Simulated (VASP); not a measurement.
# Ca7Mg2N6 (C2/m) in VASP: electric field gradients with PBE

Aim: the electric field gradients of Ca7Mg2N6 with PBE.

Everything below comes from runs of VASP 6.6.1. Logs are shortened: lines on timing, memory, paths and dates and some standing lists are left out, and cuts for length are marked.

## (1) The cell of the first run

It takes space group C2/m (No. 12, monoclinic). The conventional cell has a = 6.142 Å, b = 12.660 Å, c = 6.423 Å, α = 90.00°, β = 94.58°, γ = 90.00°. Ca (site symmetry 2/m) has 6 N at 2.59 to 2.80 Å and 4 Ca at 3.20 Å and 2 Mg at 3.26 Å within 3.4 Å. Ca (site symmetry 2) has 4 N at 2.44 to 2.48 Å and 2 Mg at 2.94 Å and 3 Ca at 3.10 to 3.18 Å within 3.2 Å. Ca (site symmetry 1) has 4 N at 2.41 to 2.52 Å and 1 Mg at 2.87 Å and 5 Ca at 3.02 to 3.41 Å within 3.5 Å. Within 3.0 Å of Mg (site symmetry m) lie 4 N at 2.17 to 2.25 Å and 1 Mg at 2.77 Å and 4 Ca at 2.87 to 2.94 Å. N (site symmetry 1) has 1 Mg at 2.17 Å and 5 Ca at 2.41 to 2.80 Å within 2.9 Å. N (site symmetry m) has 2 Mg at 2.21 to 2.25 Å and 5 Ca at 2.48 to 2.59 Å within 2.9 Å.

## (2) Electric field gradients, PBE

INCAR reads:

```
PREC = Accurate
ENCUT = 520
EDIFF = 1E-8
ISMEAR = -1
SIGMA = 0.02
LREAL = Auto
LASPH = True
NELM = 100
ALGO = Normal
ISIF = 2
LWAVE = False
LCHARG = False
GGA = PE
LEFG = True
NBANDS = 65
```

KPOINTS reads:

```
Automatic mesh
0
Gamma
  5 5 5
```

POSCAR reads:

```
Ca7Mg2N6
1.0
    3.0711655098     -6.3302062947      0.0000000000
    3.0711655098      6.3302062947      0.0000000000
   -0.5124339234      0.0000000000      6.4027999666
Ca Mg N
7 2 6
Direct
    0.5000000000      0.5000000000      0.0000000000
    0.3775493800      0.6224506200      0.5000000000
    0.6224506200      0.3775493800      0.5000000000
    0.9776749300      0.3227162600      0.8251297400
    0.3227162600      0.9776749300      0.8251297400
    0.0223250700      0.6772837400      0.1748702600
    0.6772837400      0.0223250700      0.1748702600
    0.8790467700      0.8790467700      0.6730615500
    0.1209532300      0.1209532300      0.3269384500
    0.9050761600      0.6151795600      0.8037095600
    0.6151795600      0.9050761600      0.8037095600
    0.0949238400      0.3848204400      0.1962904400
    0.3848204400      0.0949238400      0.1962904400
    0.7554572600      0.7554572600      0.3407874900
    0.2445427400      0.2445427400      0.6592125100
```

Potentials or basis: VASP PAW PBE potentials, release 64 (Ca_sv, Mg, N).

On the command line:

```bash
$ cat potpaw_PBE.64/Ca_sv/POTCAR potpaw_PBE.64/Mg/POTCAR potpaw_PBE.64/N/POTCAR > POTCAR
$ mpirun -np 1 vasp_std > vasp.out
```

OUTCAR:

```text
PREC = Accurate
   ENCUT = 520
   EDIFF = 1E-8
   ISMEAR = -1
   LREAL = Auto
   LASPH = True
   NELM = 100
   ISIF = 2
   GGA = PE

 ion  position               nearest neighbor table
   1  0.500  0.500  0.000-   8 3.26   9 3.26
   2  0.378  0.622  0.500-  11 2.44  12 2.44   8 2.94   9 2.94   3 3.10
   3  0.622  0.378  0.500-  10 2.44  13 2.44   8 2.94   9 2.94   2 3.10
   4  0.978  0.323  0.825-  11 2.41  10 2.41  12 2.43   8 2.87   7 3.02   6 3.16
   5  0.323  0.978  0.825-  10 2.41  11 2.41  13 2.43   8 2.87   6 3.02   7 3.16
   6  0.022  0.677  0.175-  13 2.41  12 2.41  10 2.43   9 2.87   5 3.02   4 3.16
   7  0.677  0.022  0.175-  12 2.41  13 2.41  11 2.43   9 2.87   4 3.02   5 3.16
   8  0.879  0.879  0.673-  10 2.17  11 2.17  14 2.21  15 2.25   9 2.77   5 2.87   4 2.87   3 2.94
                             2 2.94   1 3.26
   9  0.121  0.121  0.327-  12 2.17  13 2.17  15 2.21  14 2.25   8 2.77   7 2.87   6 2.87   2 2.94
                             3 2.94   1 3.26
  10  0.905  0.615  0.804-   8 2.17   5 2.41   4 2.41   6 2.43   3 2.44
  11  0.615  0.905  0.804-   8 2.17   4 2.41   5 2.41   7 2.43   2 2.44
  12  0.095  0.385  0.196-   9 2.17   7 2.41   6 2.41   4 2.43   2 2.44
  13  0.385  0.095  0.196-   9 2.17   6 2.41   7 2.41   5 2.43   3 2.44
  14  0.755  0.755  0.341-   8 2.21   9 2.25
  15  0.245  0.245  0.659-   9 2.21   8 2.25

  LATTYP: Found a base centered monoclinic cell.
 ALAT       =     6.1423310196
 B/A-ratio  =     2.0611739336
 C/A-ratio  =     1.0457386572
 COS(beta)  =    -0.0797776965

  Lattice vectors:

 A1 = (   3.0711655098,  -6.3302062947,   0.0000000000)
 A2 = (   3.0711655098,   6.3302062947,   0.0000000000)
 A3 = (  -0.5124339234,   0.0000000000,   6.4027999666)

Analysis of symmetry for initial positions (statically):
=====================================================================
 Subroutine PRICEL returns:
 Original cell was already a primitive cell.

 Routine SETGRP: Setting up the symmetry group for a
 base centered monoclinic supercell.

 Subroutine GETGRP returns: Found  4 space group operations
 (whereof  4 operations were pure point group operations)
 out of a pool of  4 trial point group operations.

The static configuration has the point symmetry C_2h.

Analysis of symmetry for dynamics (positions and initial velocities):
=====================================================================
 Subroutine PRICEL returns:
 Original cell was already a primitive cell.

 Routine SETGRP: Setting up the symmetry group for a
 base centered monoclinic supercell.

 Subroutine GETGRP returns: Found  4 space group operations
 (whereof  4 operations were pure point group operations)
 out of a pool of  4 trial point group operations.

The dynamic configuration has the point symmetry C_2h.

 Subroutine INISYM returns: Found  4 space group operations
 (whereof  4 operations are pure point group operations),
 and found     1 'primitive' translations

----------------------------------------------------------------------------------------

                                     Primitive cell

  volume of cell :     248.9551

  direct lattice vectors                    reciprocal lattice vectors
     3.071165510 -6.330206295  0.000000000     0.162804642 -0.078986367  0.013029709
     3.071165510  6.330206295  0.000000000     0.162804642  0.078986367  0.013029709
    -0.512433923  0.000000000  6.402799967     0.000000000  0.000000000  0.156181671

  length of vectors
     7.035877296  7.035877296  6.423272993     0.181422079  0.181422079  0.156181671

  position of ions in fractional coordinates (direct lattice)
     0.500000000  0.500000000  0.000000000
     0.377549380  0.622450620  0.500000000
     0.622450620  0.377549380  0.500000000
     0.977674930  0.322716260  0.825129740
     0.322716260  0.977674930  0.825129740
[... 139 lines left out ...]

 Free energy of the ion-electron system (eV)
  ---------------------------------------------------
  ext. energy  EPLUGINS =         0.00000000
  ---------------------------------------------------
  free energy    TOTEN  =       -77.28781767 eV

  energy without entropy =      -77.28781767  energy(sigma->0) =      -77.28781767

 E-fermi :   3.1616     XC(G=0):  -9.7684

 val. band max:        2.7360644726   @ k =   0.0000   0.0000   0.0000
 cond. band min:       3.9204116576   @ k =   0.0000   0.0000   0.0000
 fundamental gap:      1.1843471850
 Fermi energy:         3.1615824114

 k-point     1 :       0.0000    0.0000    0.0000
  band No.  band energies     occupation
      1     -36.6710      2.00000
      2     -36.3390      2.00000
      3     -36.2930      2.00000
      4     -36.1320      2.00000
      5     -36.0889      2.00000
      6     -36.0697      2.00000
[... 1597 lines left out ...]
     63       7.3207      0.00000
     64       7.6688      0.00000

 [... further k-points ...]

 [bands above 64 left out]

------------------------ aborting loop because EDIFF is reached ----------------------------------------

  FORCE on cell =-STRESS in cart. coord.  units (eV):
  Direction    XX          YY          ZZ          XY          YZ          ZX
  --------------------------------------------------------------------------------------
  -------------------------------------------------------------------------------------
  Total       -0.0160888     -0.0291036      0.0339154      0.0000000      0.0000000     -0.0194229
  in kB       -0.1035415     -0.1872996      0.2182663      0.0000000      0.0000000     -0.1249984
  external PRESSURE =      -0.0241916 kB  Pullay stress =       0.0000000 kB

 VOLUME and BASIS-vectors are now :
 -----------------------------------------------------------------------------
  energy-cutoff  :      520.00
  volume of cell :      248.96
      direct lattice vectors                 reciprocal lattice vectors
     3.071165510 -6.330206295  0.000000000     0.162804642 -0.078986367  0.013029709
     3.071165510  6.330206295  0.000000000     0.162804642  0.078986367  0.013029709
    -0.512433923  0.000000000  6.402799967     0.000000000  0.000000000  0.156181671

 POSITION                                       TOTAL-FORCE (eV/Angst)
 -----------------------------------------------------------------------------------
      3.07117      0.00000      0.00000        -0.000000      0.000000     -0.000000
      2.81495      1.55028      3.20140         0.000000     -0.001142     -0.000000
      2.81495     -1.55028      3.20140         0.000000      0.001142     -0.000000
      3.57089     -4.14602      5.28314        -0.000311      0.001208     -0.004288
      3.57089      4.14602      5.28314        -0.000311     -0.001208     -0.004288
      2.05900      4.14602      1.11966         0.000311     -0.001208      0.004288
      2.05900     -4.14602      1.11966         0.000311      0.001208      0.004288
      5.05450      0.00000      4.30948        -0.012439      0.000000     -0.000973
      0.57540      0.00000      2.09332         0.012439      0.000000      0.000973
      4.25711     -1.83511      5.14599         0.001156      0.008356     -0.014534
      4.25711      1.83511      5.14599         0.001156     -0.008356     -0.014534
      1.37279      1.83511      1.25681        -0.001156     -0.008356      0.014534
      1.37279     -1.83511      1.25681        -0.001156      0.008356      0.014534
      4.46564      0.00000      2.18199         0.023682      0.000000     -0.006138
      1.16426      0.00000      4.22081        -0.023682      0.000000      0.006138
 -----------------------------------------------------------------------------------
    total drift:                               -0.000000     -0.000000     -0.000000

  FREE ENERGIE OF THE ION-ELECTRON SYSTEM (eV)
  ---------------------------------------------------
  free  energy   TOTEN  =       -77.2878176745 eV

  energy  without entropy=      -77.2878176745  energy(sigma->0) =      -77.28781767

 Electric field gradients (V/A^2)
---------------------------------------------------------------------
 ion       V_xx      V_yy      V_zz      V_xy      V_xz      V_yz
---------------------------------------------------------------------
   1       1.297    26.450   -27.746    -0.000   -11.612     0.000
   2     -19.415    57.087   -37.672     0.000   -46.882     0.000
   3     -19.415    57.087   -37.672     0.000   -46.882    -0.000
   4      13.893   -32.845    18.952   -14.836    -9.500    -8.127
   5      13.893   -32.845    18.952    14.836    -9.500     8.127
   6      13.893   -32.845    18.952   -14.836    -9.500    -8.127
   7      13.893   -32.845    18.952    14.836    -9.500     8.127
   8       2.863    -7.079     4.216     0.000     2.608     0.000
   9       2.863    -7.079     4.216    -0.000     2.608     0.000
  10      -0.035     3.958    -3.923    -5.346   -16.071    16.211
  11      -0.035     3.958    -3.923     5.346   -16.071   -16.211
  12      -0.035     3.958    -3.923    -5.346   -16.071    16.211
  13      -0.035     3.958    -3.923     5.346   -16.071   -16.211
  14       7.237    -7.298     0.060     0.000     1.043     0.000
  15       7.237    -7.298     0.060     0.000     1.043    -0.000
---------------------------------------------------------------------

 Electric field gradients after diagonalization (V/A^2)
 (convention: |V_zz| > |V_xx| > |V_yy|)
----------------------------------------------------------------------
 ion       V_xx      V_yy      V_zz     asymmetry (V_yy - V_xx)/ V_zz
----------------------------------------------------------------------
   1      26.450     5.368   -31.818       0.663
   2      57.087    19.219   -76.306       0.496
   3      57.087    19.219   -76.306       0.496
   4      26.403    12.664   -39.067       0.352
   5      26.403    12.664   -39.067       0.352
   6      26.403    12.664   -39.067       0.352
   7      26.403    12.664   -39.067       0.352
   8       6.234     0.845    -7.079       0.761
   9       6.234     0.845    -7.079       0.761
  10     -21.887    -3.406    25.293       0.731
  11     -21.887    -3.406    25.293       0.731
  12     -21.887    -3.406    25.293       0.731
  13     -21.887    -3.406    25.293       0.731
  14      -7.298    -0.089     7.386       0.976
  15      -7.298    -0.089     7.386       0.976
----------------------------------------------------------------------

           NMR quadrupolar parameters

 Cq : quadrupolar parameter    Cq=e*Q*V_zz/h
 eta: asymmetry parameters     (V_yy - V_xx)/ V_zz
 Q  : nuclear electric quadrupole moment in mb (millibarn)
----------------------------------------------------------------------
 ion       Cq(MHz)       eta       Q (mb)
----------------------------------------------------------------------
   1      -0.077       0.663       1.000
   2      -0.185       0.496       1.000
   3      -0.185       0.496       1.000
   4      -0.094       0.352       1.000
   5      -0.094       0.352       1.000
   6      -0.094       0.352       1.000
   7      -0.094       0.352       1.000
   8      -0.017       0.761       1.000
   9      -0.017       0.761       1.000
  10       0.061       0.731       1.000
  11       0.061       0.731       1.000
  12       0.061       0.731       1.000
  13       0.061       0.731       1.000
  14       0.018       0.976       1.000
  15       0.018       0.976       1.000
----------------------------------------------------------------------
```

It took 12 min on 1 thread of Intel Xeon 6975P-C (Granite Rapids), shared host; peak memory 0.63 GiB.

Results:

| Item | Value |
| --- | --- |
| Free energy | -77.2878 eV |
| Pressure | 0.0 GPa |
| Largest force | 0.024 eV/Å |
| Band gap on the k mesh | 1.18 eV |
| Largest electric field gradient by atom | Ca -31.8, -76.3, -39.1 (each value once); Mg -7.1; N +25.3, +7.4 (each value once) V/Å² |

Forces in eV/Å, atoms in the order of the input:
```
Ca   0.000  0.000  0.000
Ca   0.000 -0.001  0.000
Ca   0.000  0.001  0.000
Ca   0.000  0.001 -0.004
Ca   0.000 -0.001 -0.004
Ca   0.000 -0.001  0.004
Ca   0.000  0.001  0.004
Mg  -0.012  0.000 -0.001
Mg   0.012  0.000  0.001
N    0.001  0.008 -0.015
N    0.001 -0.008 -0.015
N   -0.001 -0.008  0.015
N   -0.001  0.008  0.015
N    0.024  0.000 -0.006
N   -0.024  0.000  0.006
```

Levels at points of the mesh, in eV from the valence-band top:
| k point | band 50 | band 51 | band 52 | band 53 | band 54 | band 55 |
| --- | --- | --- | --- | --- | --- | --- |
| (0.00, 0.00, 0.00) | -0.24 | -0.09 | 0.00 | 1.18 | 2.73 | 2.94 |

Electric field gradients, principal values (V/Å²):
```csv
atom,least,middle,greatest (by size)
1 Ca,5.368,26.450,-31.818
2 Ca,19.219,57.087,-76.306
3 Ca,19.219,57.087,-76.306
4 Ca,12.664,26.403,-39.067
5 Ca,12.664,26.403,-39.067
6 Ca,12.664,26.403,-39.067
7 Ca,12.664,26.403,-39.067
8 Mg,0.845,6.234,-7.079
9 Mg,0.845,6.234,-7.079
10 N,-3.406,-21.887,25.293
11 N,-3.406,-21.887,25.293
12 N,-3.406,-21.887,25.293
13 N,-3.406,-21.887,25.293
14 N,-0.089,-7.298,7.386
15 N,-0.089,-7.298,7.386
```

Caveat: without QUAD_EFG the Cq values of the log hold for a quadrupole moment of 1 mb, not for the nuclei. A k mesh can miss the band edges.
